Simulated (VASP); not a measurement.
# W (Fm-3m) in VASP: single point with PBE

Aim: the single point of W with PBE.

All numbers are computed with VASP 6.6.1; they aren't measurements. Logs are shortened: lines on timing, memory, paths and dates and some standing lists are left out, and cuts for length are marked.

**1. The cell of the first run**

The structure is cubic, space group Fm-3m (No. 225). The conventional cell has a = 4.060 Å, b = 4.060 Å, c = 4.060 Å, α = 90.00°, β = 90.00°, γ = 90.00°. W (site symmetry m-3m) has 12 W at 2.87 Å within 3.8 Å.

**2. Single point, PBE**

The input, INCAR:

```
ALGO = Normal ; EDIFF = 1E-6
ENCUT = 500 ; GGA = PE
GGA_COMPAT = F ; ISIF = 2
ISMEAR = 0 ; LASPH = T
LCHARG = F ; LREAL = F
LWAVE = F ; NBANDS = 13
NELM = 120 ; PREC = Accurate
SIGMA = 0.1
```

The input, KPOINTS:

```
k-points
0
Gamma
  8 8 8
```

The input, POSCAR:

```
W
1.0
    0.0000000000      2.0300000000      2.0300000000
    2.0300000000      0.0000000000      2.0300000000
    2.0300000000      2.0300000000      0.0000000000
W
1
Direct
    0.0000000000      0.0000000000      0.0000000000
```

Potentials or basis: VASP PAW PBE potentials, release 64 (W_sv).

Command:

```
$ cat potpaw_PBE.64/W_sv/POTCAR > POTCAR
$ mpirun -np 1 vasp_std > vasp.out
```

OUTCAR:

```text
EDIFF = 1E-6
   ENCUT = 500
   GGA = PE
   ISIF = 2
   ISMEAR = 0
   LASPH = T
   LREAL = F
   NELM = 120
   PREC = Accurate

 ion  position               nearest neighbor table
   1  0.000  0.000  0.000-

  LATTYP: Found a face centered cubic cell.
 ALAT       =     4.0600000000

  Lattice vectors:

 A1 = (   0.0000000000,   2.0300000000,   2.0300000000)
 A2 = (   2.0300000000,   0.0000000000,   2.0300000000)
 A3 = (   2.0300000000,   2.0300000000,   0.0000000000)

Analysis of symmetry for initial positions (statically):
=====================================================================
 Subroutine PRICEL returns:
 Original cell was already a primitive cell.

 Routine SETGRP: Setting up the symmetry group for a
 face centered cubic supercell.

 Subroutine GETGRP returns: Found 48 space group operations
 (whereof 48 operations were pure point group operations)
 out of a pool of 48 trial point group operations.

The static configuration has the point symmetry O_h .

Analysis of symmetry for dynamics (positions and initial velocities):
=====================================================================
 Subroutine PRICEL returns:
 Original cell was already a primitive cell.

 Routine SETGRP: Setting up the symmetry group for a
 face centered cubic supercell.

 Subroutine GETGRP returns: Found 48 space group operations
 (whereof 48 operations were pure point group operations)
 out of a pool of 48 trial point group operations.

The dynamic configuration has the point symmetry O_h .

 Subroutine INISYM returns: Found 48 space group operations
 (whereof 48 operations are pure point group operations),
 and found     1 'primitive' translations

----------------------------------------------------------------------------------------

                                     Primitive cell

  volume of cell :      16.7309

  direct lattice vectors                    reciprocal lattice vectors
     0.000000000  2.030000000  2.030000000    -0.246305419  0.246305419  0.246305419
     2.030000000  0.000000000  2.030000000     0.246305419 -0.246305419  0.246305419
     2.030000000  2.030000000  0.000000000     0.246305419  0.246305419 -0.246305419

  length of vectors
     2.870853532  2.870853532  2.870853532     0.426613499  0.426613499  0.426613499

  position of ions in fractional coordinates (direct lattice)
     0.000000000  0.000000000  0.000000000

  ion indices of the primitive-cell ions
   primitive index   ion index
                 1           1

----------------------------------------------------------------------------------------

 KPOINTS: k-points

Automatic generation of k-mesh.
[... 79 lines left out ...]
   EMIN   =  10.00;   EMAX   =-10.00  energy-range for DOS
   EFERMI =   0.00;   METHOD = LEGACY
   ISMEAR =     0;   SIGMA  =   0.10  broadening in eV -4-tet -1-fermi 0-gaus
   EFERMI_NEDOS =   21; number of points for ismear=-14 and -15
   IALGO  =     38    algorithm
   IMIX   =      4    mixing-type and parameters
     AMIX     =   0.40;   BMIX     =  1.00
     AMIX_MAG =   1.60;   BMIX_MAG =  1.00
  volume/ion in A,a.u.               =      16.73       112.91
  Fermi-wavevector in a.u.,A,eV,Ry     =   1.542688  2.915258 32.380324  2.379887
  Thomas-Fermi vector in A             =   2.648457
   LORBIT       =      0    0 simple, 1 ext, 2 COOP (PROOUT), +10 PAW based schemes
   GGA     = PE    functional components
   LHFCALC =     F    Hartree Fock is set to
   AEXX    =    0.0000 exact exchange contribution
   IVDW    =     0    specifies the selected vdW correction
   LEPSILON=     F    determine dielectric tensor
   LRPA    =     F    only Hartree local field effects (RPA)
 non-spin polarized calculation
 Gauss-broadening in eV      SIGMA  =   0.10
  energy-cutoff  :      500.00
  volume of cell :       16.73
 maximum number of plane-waves:       444
 NGX is ok and might be reduce to    24
   NGX = 11   NGY = 11   NGZ = 11

 number of electron      14.0000002 magnetization

 Free energy of the ion-electron system (eV)
  ---------------------------------------------------
  ext. energy  EPLUGINS =         0.00000000
  ---------------------------------------------------
  free energy    TOTEN  =       -12.48398763 eV

  energy without entropy =      -12.47552330  energy(sigma->0) =      -12.47975547

 E-fermi :  10.1584     XC(G=0): -13.3313

 val. band max:       10.1583971207   @ k =   0.2500   0.1250   0.0000
 cond. band min:      10.2140890984   @ k =   0.1250   0.1250   0.0000
 fundamental gap:      0.0556919778
 Fermi energy:        10.1584339608

 k-point     1 :       0.0000    0.0000    0.0000
  band No.  band energies     occupation
      1     -63.5052      2.00000
      2     -27.1579      2.00000
      3     -27.1579      2.00000
      4     -27.1579      2.00000
      5       1.3354      2.00000
      6       9.6827      2.00000
      7       9.6827      2.00000
      8       9.6827      2.00000
      9      12.7216      0.00000
     10      12.7216      0.00000
     11      22.9845      0.00000
     12      28.1143      0.00000
     13      28.1143      0.00000
[... 354 lines left out ...]
  band No.  band energies     occupation
      1     -63.3921      2.00000
      2     -28.0846      2.00000
      3     -27.5876      2.00000
      4     -27.3931      2.00000
      5       6.2746      2.00000
      6       7.7402      2.00000
      7       9.3189      2.00000
      8      10.9150      0.00000
      9      14.6274      0.00000
     10      17.8794      0.00000
     11      19.1647      0.00000
     12      25.7208      0.00000
     13      26.8551      0.00000

 [... further k-points ...]

------------------------ aborting loop because EDIFF is reached ----------------------------------------

  FORCE on cell =-STRESS in cart. coord.  units (eV):
  Direction    XX          YY          ZZ          XY          YZ          ZX
  --------------------------------------------------------------------------------------
  -------------------------------------------------------------------------------------
  Total       -0.4053102     -0.4053102     -0.4053102     -0.0000000      0.0000000     -0.0000000
  in kB      -38.8132458    -38.8132458    -38.8132458     -0.0000000      0.0000000     -0.0000000
  external PRESSURE =     -38.8132458 kB  Pullay stress =       0.0000000 kB

 VOLUME and BASIS-vectors are now :
 -----------------------------------------------------------------------------
  energy-cutoff  :      500.00
  volume of cell :       16.73
      direct lattice vectors                 reciprocal lattice vectors
     0.000000000  2.030000000  2.030000000    -0.246305419  0.246305419  0.246305419
     2.030000000  0.000000000  2.030000000     0.246305419 -0.246305419  0.246305419
     2.030000000  2.030000000  0.000000000     0.246305419  0.246305419 -0.246305419

 POSITION                                       TOTAL-FORCE (eV/Angst)
 -----------------------------------------------------------------------------------
      0.00000      0.00000      0.00000        -0.000000      0.000000      0.000000
 -----------------------------------------------------------------------------------
    total drift:                               -0.000000      0.000000     -0.000000

  FREE ENERGIE OF THE ION-ELECTRON SYSTEM (eV)
  ---------------------------------------------------
  free  energy   TOTEN  =       -12.4839876335 eV

  energy  without entropy=      -12.4755233027  energy(sigma->0) =      -12.47975547
```

OSZICAR:

```text
N       E                     dE             d eps       ncg     rms          rms(c)
DAV:   1     0.800652328023E+02    0.80065E+02   -0.71342E+03   762   0.117E+03
DAV:   2    -0.114351039639E+02   -0.91500E+02   -0.88107E+02   874   0.304E+02
DAV:   3    -0.131131479590E+02   -0.16780E+01   -0.16667E+01   824   0.392E+01
DAV:   4    -0.131203678419E+02   -0.72199E-02   -0.72196E-02   814   0.285E+00
DAV:   5    -0.131204296081E+02   -0.61766E-04   -0.61766E-04   839   0.250E-01    0.183E+01
DAV:   6    -0.126173040138E+02    0.50313E+00   -0.44495E-01   799   0.872E+00    0.700E+00
DAV:   7    -0.124889700849E+02    0.12833E+00   -0.21310E-01   854   0.572E+00    0.648E-01
DAV:   8    -0.124839643031E+02    0.50058E-02   -0.36035E-03   754   0.738E-01    0.120E-01
DAV:   9    -0.124839905118E+02   -0.26209E-04   -0.54788E-05   954   0.815E-02    0.570E-02
DAV:  10    -0.124839867855E+02    0.37263E-05   -0.73210E-06   799   0.372E-02    0.161E-02
DAV:  11    -0.124839878245E+02   -0.10391E-05   -0.13012E-07   452   0.387E-03    0.575E-04
DAV:  12    -0.124839876335E+02    0.19106E-06   -0.99134E-09   402   0.119E-03
   1 F= -.12483988E+02 E0= -.12479755E+02  d E =-.846433E-02
```

stdout:

```text
POSCAR found type information on POSCAR W
 POSCAR found :  1 types and       1 ions
 scaLAPACK will be used
 LDA part: xc-table for (Slater+PW92), standard interpolation
 POSCAR, INCAR and KPOINTS ok, starting setup
 FFT: planning ... GRIDC
 FFT: planning ... GRID_SOFT
 FFT: planning ... GRID
 WAVECAR not read
 entering main loop
```

Run time: 4 s. Hardware: 1 thread of Intel Xeon 6975P-C, shared host; peak memory 0.14 GiB.

Results:

- Free energy: -12.4840 eV
- Pressure: -3.9 GPa
- Band gap on the k mesh: zero (band 7 reaches 13.17 eV, above the bottom of band 8 at 9.68 eV)

Levels at points of the mesh, in eV from the Fermi level:
```
           k point  band 5  band 6  band 7  band 8  band 9  band 10
(0.00, 0.00, 0.00)   -8.82   -0.48   -0.48   -0.48    2.56     2.56
(0.50, 0.00, 0.00)   -5.44   -0.69   -0.69    0.65    4.97     4.97
(0.50, 0.50, 0.00)   -5.28   -4.34    3.01    4.93    5.67     5.67
```

Caveat: spin-orbit coupling is left out, which moves the levels of the heavy elements.
